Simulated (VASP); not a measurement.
# NiO2 (P6_3/mmc) in VASP: single point with r2SCAN

Aim: the single point of NiO2 with r2SCAN.

All numbers are computed with VASP 6.6.1; they aren't measurements. Logs are shortened: lines on timing, memory, paths and dates and some standing lists are left out, and cuts for length are marked.

## Step 1: The cell of the first run

Symmetry: P6_3/mmc, No. 194, hexagonal system. Conventional cell: a = 2.912 Å, b = 2.912 Å, c = 10.555 Å, α = 90.00°, β = 90.00°, γ = 120.00°. Within 2.6 Å of Ni (site symmetry -3m) lie 6 O at 1.93 Å. Within 2.6 Å of O (site symmetry 3m) lie 3 Ni at 1.93 Å and 3 O at 2.52 Å.

## Step 2: Single point, r2SCAN, collinear spin, antiferromagnetic start

The input, POSCAR:

```
NiO2
1.0
    2.9121517351      0.0000000000      0.0000000000
   -1.4560758676      2.5219973823      0.0000000000
    0.0000000000      0.0000000000     10.5552700000
Ni O
2 4
Direct
    0.0000000000      0.0000000000      0.0000000000
    0.0000000000      0.0000000000      0.5000000000
    0.6666666667      0.3333333333      0.0890790000
    0.6666666667      0.3333333333      0.4109210000
    0.3333333333      0.6666666667      0.9109210000
    0.3333333333      0.6666666667      0.5890790000
```

The input, INCAR.step1:

```
SYSTEM = NiO2
ALGO = Normal
EDIFF = 1E-5
ENCUT = 660
GGA = PE
GGA_COMPAT = .FALSE.
ISMEAR = 0
ISPIN = 2
LASPH = .TRUE.
LCHARG = .FALSE.
LMAXMIX = 4
LREAL = .FALSE.
LWAVE = .TRUE.
MAGMOM = 2 2 -1 -1 -1 -1
NBANDS = 35
NELM = 200
PREC = Accurate
SIGMA = 0.02
```

The input, INCAR.step2:

```
SYSTEM = NiO2
ALGO = Normal
EDIFF = 1E-6
ENCUT = 660
GGA_COMPAT = .FALSE.
ISIF = 2
ISMEAR = 0
ISPIN = 2
ISTART = 1
LASPH = .TRUE.
LCHARG = .FALSE.
LMAXMIX = 4
LMIXTAU = .TRUE.
LORBIT = 11
LREAL = .FALSE.
LWAVE = .FALSE.
MAGMOM = 2 2 -1 -1 -1 -1
METAGGA = R2SCAN
NBANDS = 35
NELM = 200
PREC = Accurate
SIGMA = 0.02
```

The input, KPOINTS:

```
k-points
0
G
  12 12 4
  0 0 0
```

Potentials or basis: VASP PAW PBE potentials, release 64 (Ni, O).

Command:

```sh
$ cat potpaw_PBE.64/Ni/POTCAR potpaw_PBE.64/O/POTCAR > POTCAR
$ cp INCAR.step1 INCAR
$ mpirun -np 1 vasp_std > vasp.out
$ cp INCAR.step2 INCAR
$ mpirun -np 1 vasp_std > vasp.out
```

OUTCAR:

```text
SYSTEM = NiO2
   EDIFF = 1E-6
   ENCUT = 660
   ISIF = 2
   ISMEAR = 0
   ISPIN = 2
   ISTART = 1
   LASPH = .TRUE.
   LORBIT = 11
   LREAL = .FALSE.
   METAGGA = R2SCAN
   NELM = 200
   PREC = Accurate

 ion  position               nearest neighbor table
   1  0.000  0.000  0.000-   3 1.93   5 1.93   3 1.93   5 1.93   3 1.93   5 1.93
   2  0.000  0.000  0.500-   4 1.93   6 1.93   4 1.93   6 1.93   4 1.93   6 1.93
   3  0.667  0.333  0.089-   1 1.93   1 1.93   1 1.93
   4  0.667  0.333  0.411-   2 1.93   2 1.93   2 1.93
   5  0.333  0.667  0.911-   1 1.93   1 1.93   1 1.93
   6  0.333  0.667  0.589-   2 1.93   2 1.93   2 1.93

  LATTYP: Found a hexagonal cell.
 ALAT       =     2.9121517351
 C/A-ratio  =     3.6245604488

  Lattice vectors:

 A1 = (   2.9121517351,   0.0000000000,   0.0000000000)
 A2 = (  -1.4560758676,   2.5219973823,   0.0000000000)
 A3 = (   0.0000000000,   0.0000000000,  10.5552700000)

Analysis of symmetry for initial positions (statically):
=====================================================================
 Subroutine PRICEL returns:
 Original cell was already a primitive cell.

 Routine SETGRP: Setting up the symmetry group for a
 hexagonal supercell.

 Subroutine GETGRP returns: Found 24 space group operations
 (whereof 12 operations were pure point group operations)
 out of a pool of 24 trial point group operations.

The static configuration has the point symmetry D_3d.
 The point group associated with its full space group is D_6h.

Analysis of symmetry for dynamics (positions and initial velocities):
=====================================================================
 Subroutine PRICEL returns:
 Original cell was already a primitive cell.

 Routine SETGRP: Setting up the symmetry group for a
 hexagonal supercell.

 Subroutine GETGRP returns: Found 24 space group operations
 (whereof 12 operations were pure point group operations)
 out of a pool of 24 trial point group operations.

The dynamic configuration has the point symmetry D_3d.
 The point group associated with its full space group is D_6h.

Analysis of structural, dynamic, and magnetic symmetry:
=====================================================================
 Subroutine PRICEL returns:
 Original cell was already a primitive cell.

 Routine SETGRP: Setting up the symmetry group for a
 hexagonal supercell.

 Subroutine GETGRP returns: Found 24 space group operations
 (whereof 12 operations were pure point group operations)
 out of a pool of 24 trial point group operations.

The overall configuration has the point symmetry D_3d.
 The point group associated with its full space group is D_6h.

 Subroutine INISYM returns: Found 24 space group operations
 (whereof 12 operations are pure point group operations),
 and found     1 'primitive' translations

----------------------------------------------------------------------------------------

                                     Primitive cell

  volume of cell :      77.5225

  direct lattice vectors                    reciprocal lattice vectors
     2.912151735  0.000000000  0.000000000     0.343388701  0.198255559  0.000000000
    -1.456075868  2.521997382  0.000000000     0.000000000  0.396511117  0.000000000
     0.000000000  0.000000000 10.555270000     0.000000000  0.000000000  0.094739405

  length of vectors
     2.912151735  2.912151735 10.555270000     0.396511117  0.396511117  0.094739405

  position of ions in fractional coordinates (direct lattice)
     0.000000000  0.000000000  0.000000000
     0.000000000  0.000000000  0.500000000
     0.666666667  0.333333333  0.089079000
     0.666666667  0.333333333  0.410921000
     0.333333333  0.666666667  0.910921000
     0.333333333  0.666666667  0.589079000

  ion indices of the primitive-cell ions
   primitive index   ion index
                 1           1
                 2           2
                 3           3
                 4           4
                 5           5
                 6           6

----------------------------------------------------------------------------------------

 KPOINTS: k-points

Automatic generation of k-mesh.
 Grid dimensions read from file:
 generate k-points for:   12   12    4

 Generating k-lattice:

  Cartesian coordinates                     Fractional coordinates (reciprocal lattice)
     0.028615725  0.016521297  0.000000000     0.083333333  0.000000000  0.000000000
     0.000000000  0.033042593  0.000000000     0.000000000  0.083333333  0.000000000
     0.000000000  0.000000000  0.023684851     0.000000000  0.000000000  0.250000000

  Length of vectors
     0.033042593  0.033042593  0.023684851

  Shift w.r.t. Gamma in fractional coordinates (k-lattice)
     0.000000000  0.000000000  0.000000000

 Subroutine IBZKPT returns following result:
 ===========================================

 Found     57 irreducible k-points:

 Following reciprocal coordinates:
            Coordinates               Weight
  0.000000  0.000000  0.000000      1.000000
  0.083333  0.000000  0.000000      6.000000
  0.166667  0.000000  0.000000      6.000000
  0.250000  0.000000  0.000000      6.000000
  0.333333  0.000000  0.000000      6.000000
  0.416667  0.000000  0.000000      6.000000
[... 16 lines left out ...]
  0.250000  0.000000  0.250000     12.000000
  0.333333  0.000000  0.250000     12.000000
 [... further k-points ...]
   k-points           NKPTS =     57   k-points in BZ     NKDIM =     57   number of bands    NBANDS=     35
   number of dos      NEDOS =    301   number of ions     NIONS =      6
   total plane-waves  NPLWV =  51840
   dimension x,y,z NGX =    24 NGY =   24 NGZ =   90
   dimension x,y,z NGXF=    48 NGYF=   48 NGZF=  180
   ions per type =               2   4
   NGX,Y,Z   is equivalent  to a cutoff of  13.70, 13.70, 14.18 a.u.
   NGXF,Y,Z  is equivalent  to a cutoff of  27.40, 27.40, 28.35 a.u.
 SYSTEM =  NiO2
   PREC   = accura    normal or accurate (medium, high low for compatibility)
   ISTART =      1    job   : 0-new  1-cont  2-samecut
   ICHARG =      0    charge: 1-file 2-atom 10-const
   ISPIN  =      2    spin polarized calculation?
   LNONCOLLINEAR =      F non collinear calculations
   LSORBIT =      F    spin-orbit coupling
   LASPH  =      T    aspherical Exc in radial PAW
   ENCUT  =  660.0 eV  48.51 Ry    6.96 a.u.   6.10  6.10 22.11*2*pi/ulx,y,z
   NELM   =    200;   NELMIN=  2; NELMDL=  0     # of ELM steps
   EDIFF  = 0.1E-05   stopping-criterion for ELM
   LREAL  =      F    real-space projection
   EDIFFG = 0.1E-04   stopping-criterion for IOM
   NSW    =      0    number of steps for IOM
   IBRION =     -1    ionic relax: 0-MD 1-quasi-New 2-CG
   NFREE  =      0    steps in history (QN), initial steepest desc. (CG)
   ISIF   =      2    stress and relaxation
   ISYM   =      2    0-nonsym 1-usesym 2-fastsym
   POTIM  = 0.5000    time-step for ionic-motion
   TEBEG  =    0.0;   TEEND  =   0.0 temperature during run
   PSTRESS=    0.0 pullay stress
   NELECT =      44.0000    total number of electrons
   NUPDOWN=      -1.0000    fix difference up-down
   EMIN   =  10.00;   EMAX   =-10.00  energy-range for DOS
   EFERMI =   0.00;   METHOD = LEGACY
   ISMEAR =     0;   SIGMA  =   0.02  broadening in eV -4-tet -1-fermi 0-gaus
   EFERMI_NEDOS =   21; number of points for ismear=-14 and -15
   IALGO  =     38    algorithm
   IMIX   =      4    mixing-type and parameters
     AMIX     =   0.40;   BMIX     =  1.00
     AMIX_MAG =   1.60;   BMIX_MAG =  1.00
  volume/ion in A,a.u.               =      12.92        87.19
  Fermi-wavevector in a.u.,A,eV,Ry     =   1.355449  2.561427 24.997181  1.837241
  Thomas-Fermi vector in A             =   2.482535
   LORBIT       =     11    0 simple, 1 ext, 2 COOP (PROOUT), +10 PAW based schemes
   METAGGA = R2SCAN    functional components
   LHFCALC =     F    Hartree Fock is set to
   AEXX    =    0.0000 exact exchange contribution
   IVDW    =     0    specifies the selected vdW correction
   LEPSILON=     F    determine dielectric tensor
   LRPA    =     F    only Hartree local field effects (RPA)
 spin polarized calculation
 Gauss-broadening in eV      SIGMA  =   0.02
  energy-cutoff  :      660.00
  volume of cell :       77.52
 maximum number of plane-waves:      3024
   NGX = 13   NGY = 13   NGZ = 45

 number of electron      43.9999982 magnetization       0.0000000

 number of electron      43.9999982 magnetization      -0.0000000

 Free energy of the ion-electron system (eV)
  ---------------------------------------------------
  ext. energy  EPLUGINS =         0.00000000
  ---------------------------------------------------
  free energy    TOTEN  =       -52.46169829 eV

  energy without entropy =      -52.46169829  energy(sigma->0) =      -52.46169829

 E-fermi :   0.1283     XC(G=0): -10.0168

 val. band max:       -0.0780533025   @ k =   0.0833   0.0833   0.0000
 cond. band min:       1.2829686062   @ k =   0.2500   0.0000   0.0000
 fundamental gap:      1.3610219087
 Fermi energy:         0.1283067204

 spin component 1

 k-point     1 :       0.0000    0.0000    0.0000
  band No.  band energies     occupation
      1     -19.6310      1.00000
      2     -19.6071      1.00000
      3     -17.6089      1.00000
      4     -17.5678      1.00000
      5      -4.8656      1.00000
      6      -4.8656      1.00000
[... 26 lines left out ...]
     33      19.8480      0.00000
     34      19.8480      0.00000

 k-point     2 :       0.0833    0.0000    0.0000
  band No.  band energies     occupation
      1     -19.5563      1.00000
      2     -19.5327      1.00000
      3     -17.6142      1.00000
      4     -17.5743      1.00000
      5      -4.9148      1.00000
      6      -4.8947      1.00000
[... 26 lines left out ...]
     33      19.1451      0.00000
     34      19.2793      0.00000
[... 775 lines left out ...]
     33      16.6943      0.00000
     34      16.7936      0.00000

 k-point    24 :       0.3333    0.0000    0.2500
  band No.  band energies     occupation
      1     -18.6655      1.00000
      2     -18.6503      1.00000
      3     -17.7294      1.00000
      4     -17.7103      1.00000
      5      -5.3006      1.00000
      6      -5.2532      1.00000
[... 26 lines left out ...]
     33      16.4353      0.00000
     34      16.7583      0.00000

 [... further k-points ...]

 spin component 2

 k-point     1 :       0.0000    0.0000    0.0000
  band No.  band energies     occupation
      1     -19.6310      1.00000
      2     -19.6071      1.00000
      3     -17.6089      1.00000
      4     -17.5678      1.00000
      5      -4.8656      1.00000
      6      -4.8656      1.00000
[... 26 lines left out ...]
     33      19.8480      0.00000
     34      19.8480      0.00000

 k-point     2 :       0.0833    0.0000    0.0000
  band No.  band energies     occupation
      1     -19.5563      1.00000
      2     -19.5327      1.00000
      3     -17.6142      1.00000
      4     -17.5743      1.00000
      5      -4.9148      1.00000
      6      -4.8947      1.00000
[... 26 lines left out ...]
     33      19.1451      0.00000
     34      19.2793      0.00000
[... 775 lines left out ...]
     33      16.6943      0.00000
     34      16.7936      0.00000

 k-point    24 :       0.3333    0.0000    0.2500
  band No.  band energies     occupation
      1     -18.6655      1.00000
      2     -18.6503      1.00000
      3     -17.7294      1.00000
      4     -17.7103      1.00000
      5      -5.3006      1.00000
      6      -5.2532      1.00000
[... 26 lines left out ...]
     33      16.4353      0.00000
     34      16.7583      0.00000

 [... further k-points ...]

 [bands above 34 left out]

------------------------ aborting loop because EDIFF is reached ----------------------------------------

  FORCE on cell =-STRESS in cart. coord.  units (eV):
  Direction    XX          YY          ZZ          XY          YZ          ZX
  --------------------------------------------------------------------------------------
  -------------------------------------------------------------------------------------
  Total       -9.4652270     -9.4652270     -3.6402897      0.0000000      0.0000000      0.0000000
  in kB     -195.6201725   -195.6201725    -75.2347613      0.0000000      0.0000000      0.0000000
  external PRESSURE =    -155.4917021 kB  Pullay stress =       0.0000000 kB

 VOLUME and BASIS-vectors are now :
 -----------------------------------------------------------------------------
  energy-cutoff  :      660.00
  volume of cell :       77.52
      direct lattice vectors                 reciprocal lattice vectors
     2.912151735  0.000000000  0.000000000     0.343388701  0.198255559  0.000000000
    -1.456075868  2.521997382  0.000000000     0.000000000  0.396511117  0.000000000
     0.000000000  0.000000000 10.555270000     0.000000000  0.000000000  0.094739405

 POSITION                                       TOTAL-FORCE (eV/Angst)
 -----------------------------------------------------------------------------------
      0.00000      0.00000      0.00000        -0.000000     -0.000000      0.000000
      0.00000      0.00000      5.27764        -0.000000     -0.000000      0.000000
      1.45608      0.84067      0.94025         0.000000     -0.000000     -0.882934
      1.45608      0.84067      4.33738         0.000000      0.000000      0.882934
     -0.00000      1.68133      9.61502        -0.000000      0.000000      0.882934
     -0.00000      1.68133      6.21789        -0.000000     -0.000000     -0.882934
 -----------------------------------------------------------------------------------
    total drift:                               -0.000000      0.000000      0.000000

  FREE ENERGIE OF THE ION-ELECTRON SYSTEM (eV)
  ---------------------------------------------------
  free  energy   TOTEN  =       -52.4616982918 eV

  energy  without entropy=      -52.4616982918  energy(sigma->0) =      -52.46169829

 total charge

# of ion       s       p       d       tot
------------------------------------------
    1        0.462   0.692   8.099   9.252
    2        0.462   0.692   8.099   9.252
    3        1.590   3.308   0.000   4.898
    4        1.590   3.308   0.000   4.898
    5        1.590   3.308   0.000   4.898
    6        1.590   3.308   0.000   4.898
--------------------------------------------------
tot          7.286  14.615  16.197  38.099

 magnetization (x)

# of ion       s       p       d       tot
------------------------------------------
    1        0.000   0.000   0.000   0.000
    2        0.000   0.000   0.000   0.000
    3       -0.000  -0.000   0.000  -0.000
    4       -0.000  -0.000   0.000  -0.000
    5       -0.000  -0.000   0.000  -0.000
    6       -0.000  -0.000   0.000  -0.000
--------------------------------------------------
tot          0.000  -0.000   0.000   0.000
```

Wall time 31 min (1 thread of Oxide Virtual Turin-like, shared host); peak memory 0.45 GiB.

What came out:

* Free energy: -52.4617 eV
* Pressure: -15.5 GPa
* Largest force: 0.883 eV/Å
* Band gap on the k mesh: 1.36 eV (least direct gap 1.43 eV)
* Net moment: 0.00 μB per cell
* Valence electrons inside the program's atomic spheres: Ni 9.25; O 4.90

Forces on the atoms (eV/Å):
```
Ni   0.000  0.000  0.000
Ni   0.000  0.000  0.000
O    0.000  0.000 -0.883
O    0.000  0.000  0.883
O    0.000  0.000  0.883
O    0.000  0.000 -0.883
```

Levels at points of the mesh, in eV from the valence-band top:
Spin up:
| k point | band 19 | band 20 | band 21 | band 22 | band 23 | band 24 | band 25 | band 26 |
| --- | --- | --- | --- | --- | --- | --- | --- | --- |
| (0.00, 0.00, 0.00) | -0.67 | -0.51 | -0.25 | -0.10 | 2.48 | 2.48 | 2.49 | 2.49 |
| (0.50, 0.00, 0.00) | -1.33 | -1.08 | -0.99 | -0.94 | 1.69 | 1.85 | 2.41 | 2.43 |
| (0.00, 0.00, 0.50) | -0.68 | -0.68 | -0.14 | -0.14 | 2.48 | 2.48 | 2.48 | 2.48 |
| (0.50, 0.00, 0.50) | -1.22 | -1.22 | -0.95 | -0.95 | 1.77 | 1.77 | 2.42 | 2.42 |
Spin down:
```
           k point  band 20  band 21  band 22  band 23  band 24  band 25
(0.00, 0.00, 0.00)    -0.51    -0.25    -0.10     2.48     2.48     2.49
(0.50, 0.00, 0.00)    -1.08    -0.99    -0.94     1.69     1.85     2.41
(0.00, 0.00, 0.50)    -0.68    -0.14    -0.14     2.48     2.48     2.48
(0.50, 0.00, 0.50)    -1.22    -0.95    -0.95     1.77     1.77     2.42
```

Caveat: the stress differs along the axes, from -20 to -8 GPa; the moments typed at the start vanished in this run; the PAW data sets were made with another functional, which shifts forces and pressure a little. A k mesh can miss the band edges.
